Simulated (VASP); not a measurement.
# BN (wurtzite type) (P6_3mc) in VASP: a series of runs

The runs below take BN (wurtzite type) through relaxation of shape and atoms at fixed volume, with PBE.

Everything below comes from runs of VASP 6.6.1. Logs are shortened: lines on timing, memory, paths and dates and some standing lists are left out, and cuts for length are marked.

**1. The cell of the first run**

The structure is hexagonal, space group P6_3mc (No. 186). Conventional cell: a = 2.093 Å, b = 2.093 Å, c = 3.461 Å, α = 90.00°, β = 90.00°, γ = 120.00°. Within 1.7 Å of B (site symmetry 3m) lie 4 N at 1.28 to 1.30 Å. Within 1.7 Å of N (site symmetry 3m) lie 4 B at 1.28 to 1.30 Å.

**2. Relaxation of shape and atoms at fixed volume, PBE**

Contents of INCAR:

```
PREC = Accurate ; ENCUT = 600
EDIFF = 1E-6 ; ISMEAR = -1
SIGMA = 0.05 ; LREAL = F
LASPH = T ; NELM = 60
ALGO = Normal ; ISIF = 4
LWAVE = F ; LCHARG = F
GGA = PE ; IBRION = 2
NSW = 50 ; EDIFFG = -0.005
```

Contents of KPOINTS:

```
regular mesh
0
Gamma
  12 12 6
```

Contents of POSCAR:

```
BN
1.0
    2.0930120062      0.0000000000      0.0000000000
   -1.0465060031      1.8126015678      0.0000000000
    0.0000000000      0.0000000000      3.4613348199
B N
2 2
Direct
    0.3333333333      0.6666666667      0.0006889995
    0.6666666667      0.3333333333      0.5006889995
    0.3333333333      0.6666666667      0.3753110005
    0.6666666667      0.3333333333      0.8753110005
```

Potentials or basis: VASP PAW PBE potentials, release 64 (B, N).

Launch:

```bash
$ cat potpaw_PBE.64/B/POTCAR potpaw_PBE.64/N/POTCAR > POTCAR
$ mpirun -np 1 vasp_std > vasp.out
```

OUTCAR:

```text
PREC = Accurate
   ENCUT = 600
   EDIFF = 1E-6
   ISMEAR = -1
   LREAL = F
   LASPH = T
   NELM = 60
   ISIF = 4
   GGA = PE
   IBRION = 2
   NSW = 50
   EDIFFG = -0.005

 ion  position               nearest neighbor table
   1  0.333  0.667  0.001-   4 1.28   4 1.28   4 1.28   3 1.30   2 2.11   2 2.11   2 2.11   2 2.11
                             2 2.11   2 2.11
   2  0.667  0.333  0.501-   3 1.28   3 1.28   3 1.28   4 1.30   1 2.11   1 2.11   1 2.11   1 2.11
                             1 2.11   1 2.11
   3  0.333  0.667  0.375-   2 1.28   2 1.28   2 1.28   1 1.30
   4  0.667  0.333  0.875-   1 1.28   1 1.28   1 1.28   2 1.30

  LATTYP: Found a hexagonal cell.
 ALAT       =     2.0930120062
 C/A-ratio  =     1.6537577470

  Lattice vectors:

 A1 = (   2.0930120062,   0.0000000000,   0.0000000000)
 A2 = (  -1.0465060031,   1.8126015678,   0.0000000000)
 A3 = (   0.0000000000,   0.0000000000,   3.4613348199)

Analysis of symmetry for initial positions (statically):
=====================================================================
 Subroutine PRICEL returns:
 Original cell was already a primitive cell.

 Routine SETGRP: Setting up the symmetry group for a
 hexagonal supercell.

 Subroutine GETGRP returns: Found 12 space group operations
 (whereof  6 operations were pure point group operations)
 out of a pool of 24 trial point group operations.

The static configuration has the point symmetry C_3v.
 The point group associated with its full space group is C_6v.

Analysis of symmetry for dynamics (positions and initial velocities):
=====================================================================
 Subroutine PRICEL returns:
 Original cell was already a primitive cell.

 Routine SETGRP: Setting up the symmetry group for a
 hexagonal supercell.

 Subroutine GETGRP returns: Found 12 space group operations
 (whereof  6 operations were pure point group operations)
 out of a pool of 24 trial point group operations.

The dynamic configuration has the point symmetry C_3v.
 The point group associated with its full space group is C_6v.

 Subroutine INISYM returns: Found 12 space group operations
 (whereof  6 operations are pure point group operations),
 and found     1 'primitive' translations

----------------------------------------------------------------------------------------

                                     Primitive cell

  volume of cell :      13.1316

  direct lattice vectors                    reciprocal lattice vectors
     2.093012006  0.000000000  0.000000000     0.477780346  0.275846611  0.000000000
    -1.046506003  1.812601568  0.000000000     0.000000000  0.551693222  0.000000000
     0.000000000  0.000000000  3.461334820     0.000000000  0.000000000  0.288905885

  length of vectors
     2.093012006  2.093012006  3.461334820     0.551693222  0.551693222  0.288905885

  position of ions in fractional coordinates (direct lattice)
     0.333333333  0.666666667  0.000688999
     0.666666667  0.333333333  0.500688999
     0.333333333  0.666666667  0.375311000
     0.666666667  0.333333333  0.875311000

  ion indices of the primitive-cell ions
   primitive index   ion index
                 1           1
                 2           2
                 3           3
                 4           4

----------------------------------------------------------------------------------------

 KPOINTS: regular mesh

Automatic generation of k-mesh.
 Grid dimensions read from file:
 generate k-points for:   12   12    6

 Generating k-lattice:

  Cartesian coordinates                     Fractional coordinates (reciprocal lattice)
     0.039815029  0.022987218  0.000000000     0.083333333  0.000000000  0.000000000
     0.000000000  0.045974435  0.000000000     0.000000000  0.083333333  0.000000000
     0.000000000  0.000000000  0.048150981     0.000000000  0.000000000  0.166666667

  Length of vectors
     0.045974435  0.045974435  0.048150981

  Shift w.r.t. Gamma in fractional coordinates (k-lattice)
     0.000000000  0.000000000  0.000000000

 Subroutine IBZKPT returns following result:
 ===========================================

 Found     76 irreducible k-points:

 Following reciprocal coordinates:
            Coordinates               Weight
  0.000000  0.000000  0.000000      1.000000
  0.083333  0.000000  0.000000      6.000000
  0.166667  0.000000  0.000000      6.000000
  0.250000  0.000000  0.000000      6.000000
  0.333333  0.000000  0.000000      6.000000
  0.416667  0.000000  0.000000      6.000000
[... 16 lines left out ...]
  0.250000  0.000000  0.166667     12.000000
  0.333333  0.000000  0.166667     12.000000
 [... further k-points ...]
   k-points           NKPTS =     76   k-points in BZ     NKDIM =     76   number of bands    NBANDS=     12
   number of dos      NEDOS =    301   number of ions     NIONS =      4
   total plane-waves  NPLWV =   9072
   dimension x,y,z NGX =    18 NGY =   18 NGZ =   28
   dimension x,y,z NGXF=    36 NGYF=   36 NGZF=   56
   ions per type =               2   2
   NGX,Y,Z   is equivalent  to a cutoff of  14.30, 14.30, 13.45 a.u.
   NGXF,Y,Z  is equivalent  to a cutoff of  28.59, 28.59, 26.90 a.u.
 SYSTEM =  unknown system
   PREC   = accura    normal or accurate (medium, high low for compatibility)
   ISTART =      0    job   : 0-new  1-cont  2-samecut
   ICHARG =      2    charge: 1-file 2-atom 10-const
   ISPIN  =      1    spin polarized calculation?
   LNONCOLLINEAR =      F non collinear calculations
   LSORBIT =      F    spin-orbit coupling
   LASPH  =      T    aspherical Exc in radial PAW
   ENCUT  =  600.0 eV  44.10 Ry    6.64 a.u.   4.18  4.18  6.91*2*pi/ulx,y,z
   NELM   =     60;   NELMIN=  2; NELMDL= -5     # of ELM steps
   EDIFF  = 0.1E-05   stopping-criterion for ELM
   LREAL  =      F    real-space projection
   EDIFFG = -.5E-02   stopping-criterion for IOM
   NSW    =     50    number of steps for IOM
   IBRION =      2    ionic relax: 0-MD 1-quasi-New 2-CG
   NFREE  =      1    steps in history (QN), initial steepest desc. (CG)
   ISIF   =      4    stress and relaxation
   ISYM   =      2    0-nonsym 1-usesym 2-fastsym
   POTIM  = 0.5000    time-step for ionic-motion
   TEBEG  =    0.0;   TEEND  =   0.0 temperature during run
   PSTRESS=    0.0 pullay stress
   NELECT =      16.0000    total number of electrons
   NUPDOWN=      -1.0000    fix difference up-down
   EMIN   =  10.00;   EMAX   =-10.00  energy-range for DOS
   EFERMI =   0.00;   METHOD = LEGACY
   ISMEAR =    -1;   SIGMA  =   0.05  broadening in eV -4-tet -1-fermi 0-gaus
   EFERMI_NEDOS =   21; number of points for ismear=-14 and -15
   IALGO  =     38    algorithm
   IMIX   =      4    mixing-type and parameters
     AMIX     =   0.40;   BMIX     =  1.00
     AMIX_MAG =   1.60;   BMIX_MAG =  1.00
  volume/ion in A,a.u.               =       3.28        22.15
  Fermi-wavevector in a.u.,A,eV,Ry     =   1.748540  3.304262 41.598350  3.057392
  Thomas-Fermi vector in A             =   2.819627
   LORBIT       =      0    0 simple, 1 ext, 2 COOP (PROOUT), +10 PAW based schemes
   GGA     = PE    functional components
   LHFCALC =     F    Hartree Fock is set to
   AEXX    =    0.0000 exact exchange contribution
   IVDW    =     0    specifies the selected vdW correction
   LEPSILON=     F    determine dielectric tensor
   LRPA    =     F    only Hartree local field effects (RPA)
 conjugate gradient relaxation of ions
 non-spin polarized calculation
  energy-cutoff  :      600.00
  volume of cell :       13.13
 maximum number of plane-waves:       458
 NGX is ok and might be reduce to    18
   NGX =  9   NGY =  9   NGZ = 13

--------------------------------------- Ionic step        1  -------------------------------------------

 number of electron      16.0000004 magnetization

 Free energy of the ion-electron system (eV)
  ---------------------------------------------------
  ext. energy  EPLUGINS =         0.00000000
  ---------------------------------------------------
  free energy    TOTEN  =       -21.04436337 eV

  energy without entropy =      -21.04436337  energy(sigma->0) =      -21.04436337

------------------------ aborting loop because EDIFF is reached ----------------------------------------

  FORCE on cell =-STRESS in cart. coord.  units (eV):
  Direction    XX          YY          ZZ          XY          YZ          ZX
  --------------------------------------------------------------------------------------
  -------------------------------------------------------------------------------------
  Total       52.9157276     52.9157276     53.8657281      0.0000000      0.0000000      0.0000000
  in kB     6456.2103629   6456.2103629   6572.1192482      0.0000000      0.0000000      0.0000000
  external PRESSURE =    6494.8466580 kB  Pullay stress =       0.0000000 kB
[... 213 lines left out ...]
  energy  without entropy=      -21.0580594697  energy(sigma->0) =      -21.05805947

--------------------------------------- Ionic step        7  -------------------------------------------

 number of electron      16.0000005 magnetization

 Free energy of the ion-electron system (eV)
  ---------------------------------------------------
  ext. energy  EPLUGINS =         0.00000000
  ---------------------------------------------------
  free energy    TOTEN  =       -21.06196580 eV

  energy without entropy =      -21.06196580  energy(sigma->0) =      -21.06196580

 E-fermi :  18.1556     XC(G=0): -15.9612

 val. band max:       17.1512824613   @ k =   0.0000   0.0000   0.0000
 cond. band min:      19.8185001566   @ k =   0.3333   0.3333   0.0000
 fundamental gap:      2.6672176953
 Fermi energy:        18.1555804095

 k-point     1 :       0.0000    0.0000    0.0000
  band No.  band energies     occupation
      1     -12.0007      2.00000
      2      -5.0119      2.00000
      3      -0.9179      2.00000
      4      13.4019      2.00000
      5      13.4019      2.00000
      6      16.0087      2.00000
      7      17.1513      2.00000
      8      17.1513      2.00000
      9      27.7550      0.00000
     10      27.7550      0.00000
     11      28.2450      0.00000
     12      33.8165      0.00000
[... 331 lines left out ...]
 k-point    24 :       0.3333    0.0000    0.1667
  band No.  band energies     occupation
      1      -8.1757      2.00000
      2      -3.1568      2.00000
      3       2.3671      2.00000
      4       5.2374      2.00000
      5       8.0946      2.00000
      6       9.4268      2.00000
      7      12.1821      2.00000
      8      13.6762      2.00000
      9      26.2495      0.00000
     10      27.3805      0.00000
     11      31.4451      0.00000
     12      31.7785      0.00000

 [... further k-points ...]

------------------------ aborting loop because EDIFF is reached ----------------------------------------

  FORCE on cell =-STRESS in cart. coord.  units (eV):
  Direction    XX          YY          ZZ          XY          YZ          ZX
  --------------------------------------------------------------------------------------
  -------------------------------------------------------------------------------------
  Total       53.1528621     53.1528621     53.1368618      0.0000000      0.0000000      0.0000000
  in kB     6485.1429709   6485.1429709   6483.1907855      0.0000000      0.0000000      0.0000000
  external PRESSURE =    6484.4922424 kB  Pullay stress =       0.0000000 kB
[... 19 lines left out ...]
  FREE ENERGIE OF THE ION-ELECTRON SYSTEM (eV)
  ---------------------------------------------------
  free  energy   TOTEN  =       -21.0619657963 eV

  energy  without entropy=      -21.0619657963  energy(sigma->0) =      -21.06196580

 reached required accuracy - stopping structural energy minimisation
```

Wall time 92 s (1 thread of Intel Xeon 8259CL, shared host); peak memory 0.13 GiB.

The run converged, but its numbers aren't listed here, since they failed a check.

**3. Relaxation of shape and atoms at fixed volume, PBE**

This run uses another cell than the first one, of 3.82 Å³/atom.

Contents of INCAR:

```
SYSTEM = BN
ALGO = Normal
EDIFF = 1E-6
EDIFFG = -0.005
ENCUT = 600
GGA = PE
IBRION = 2
ISIF = 4
ISMEAR = -1
LASPH = .TRUE.
LCHARG = .FALSE.
LREAL = .FALSE.
LWAVE = .FALSE.
NELM = 100
NSW = 50
PREC = Accurate
SIGMA = 0.05
```

Contents of KPOINTS:

```
k-points
0
G
  12 12 6
  0 0 0
```

Contents of POSCAR:

```
BN
1.0
    2.2014600791      0.0000000000      0.0000000000
   -1.1007300395      1.9065203539      0.0000000000
    0.0000000000      0.0000000000      3.6406816605
B N
2 2
Direct
    0.3333333333      0.6666666667      0.0006889995
    0.6666666667      0.3333333333      0.5006889995
    0.3333333333      0.6666666667      0.3753110005
    0.6666666667      0.3333333333      0.8753110005
```

Potentials or basis: VASP PAW PBE potentials, release 64 (B, N).

Launch:

```bash
$ cat potpaw_PBE.64/B/POTCAR potpaw_PBE.64/N/POTCAR > POTCAR
$ mpirun -np 1 vasp_std > vasp.out
```

Run time: 91 s. Hardware: 1 thread of Intel Xeon 8259CL, shared host; peak memory 0.13 GiB.

The run converged. Its results:

```yaml
Free_energy: -27.7399 eV
Energy_gained_by_relaxing: 2.0 meV/atom
Ionic_steps: 8
Pressure_after_relaxing: 371.3 GPa
Band_gap_on_the_k_mesh: 3.62 eV (least direct gap 10.06 eV)
```

Stress tensor (GPa, compression positive):
```
371.25   0.00   0.00
  0.00 371.25   0.00
  0.00   0.00 371.45
```

The path:
```
step  energy change (eV)  largest force (eV/Å)  pressure (GPa)  volume (Å³)
   1              0.0000                0.5162          371.80        15.28
   2              0.0910                2.6993          371.96        15.28
   3             -0.0054                0.0695          371.53        15.28
   4             -0.0022                0.0694          371.02        15.28
   5             -0.0080                0.0149          371.31        15.28
   6             -0.0080                0.0155          371.32        15.28
   7             -0.0079                0.0618          371.35        15.28
   8             -0.0080                0.0014          371.32        15.28
```

Final structure:
```xyz
4
Lattice="2.1960 0.0000 0.0000 -1.0980 1.9018 0.0000 0.0000 0.0000 3.6587" Properties=species:S:1:pos:R:3 pbc="T T T"
B     0.0000    1.2679    0.0087
B     1.0980    0.6339    1.8381
N     0.0000    1.2679    1.3669
N     1.0980    0.6339    3.1963
```

Levels at points of the mesh, in eV from the valence-band top:
```csv
k point,band 6,band 7,band 8,band 9,band 10,band 11
"(0.00, 0.00, 0.00)",-0.81,0.00,0.00,10.06,10.06,10.60
"(0.50, 0.00, 0.00)",-7.69,-7.32,-3.25,8.23,8.90,12.56
"(0.00, 0.00, 0.50)",-1.83,-1.83,-1.83,12.25,12.25,12.25
"(0.50, 0.00, 0.50)",-5.87,-5.57,-5.57,7.87,7.87,12.91
```

A k mesh can miss the band edges.

(Part 1 of 2 ends here.)
